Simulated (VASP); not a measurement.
**AlGaN2: single point with LDA**

AlGaN2:

```
CELL_PARAMETERS angstrom
3.27105 0.00000 0.00000
0.00000 3.27105 0.00000
0.00000 0.00000 4.38433
ATOMIC_POSITIONS crystal
Al 0.50000 0.50000 0.50000
Ga 0.00000 0.00000 0.00000
N 0.50000 0.00000 0.74005
N 0.00000 0.50000 0.25995
```

This cell differs from its parent crystal: strain +0.050 along x and y, +0.000 along z.

* Program: VASP 6.6.1
* Task: single point
* Functional: LDA
* Potentials or basis: VASP PAW LDA potentials, release 64 (Al, Ga_d, N)
* Cutoff: 520 eV
* k mesh: 8 × 8 × 6
* Occupations: gaussian, width 0.05 eV
* Spin: no spin polarisation

```
Pressure               : -16.1 GPa
Largest force          : 0.084 eV/Å
Band gap on the k mesh : 2.38 eV, direct
```

Forces in eV/Å, atoms in the order of the input:
```
Al   0.000  0.000  0.000
Ga   0.000  0.000  0.000
N    0.000  0.000 -0.084
N    0.000  0.000  0.084
```

Stress tensor (GPa, compression positive):
```
-18.18   0.00   0.00
  0.00 -18.18   0.00
  0.00   0.00 -11.94
```

Levels at points of the mesh, in eV from the valence-band top:
```csv
k point,band 9,band 10,band 11,band 12,band 13,band 14,band 15,band 16,band 17,band 18
"(0.00, 0.00, 0.00)",-2.37,-2.37,-0.01,-0.01,0.00,2.38,3.31,6.55,10.60,10.62
"(0.50, 0.00, 0.00)",-4.14,-2.53,-2.46,-1.05,-0.82,6.34,6.81,7.39,7.47,10.05
"(0.50, 0.50, 0.00)",-4.87,-1.95,-1.95,-1.94,-1.94,3.35,3.35,6.13,8.46,11.56
"(0.00, 0.00, 0.50)",-2.31,-1.54,-1.54,-1.07,-1.07,5.00,5.15,7.12,8.25,11.38
"(0.50, 0.00, 0.50)",-5.80,-1.01,-0.68,-0.62,-0.33,4.57,5.91,8.70,8.95,9.41
"(0.50, 0.50, 0.50)",-4.23,-3.65,-3.03,-2.97,-2.97,6.27,6.27,8.10,10.29,10.55
```

Run time: 16 s on 1 thread of Intel(R) Xeon(R) 6975P-C (Granite Rapids) (shared host), peak memory 0.18 GiB.

Caveat: the cell differs from its parent crystal (strain +0.050 along x and y, +0.000 along z).
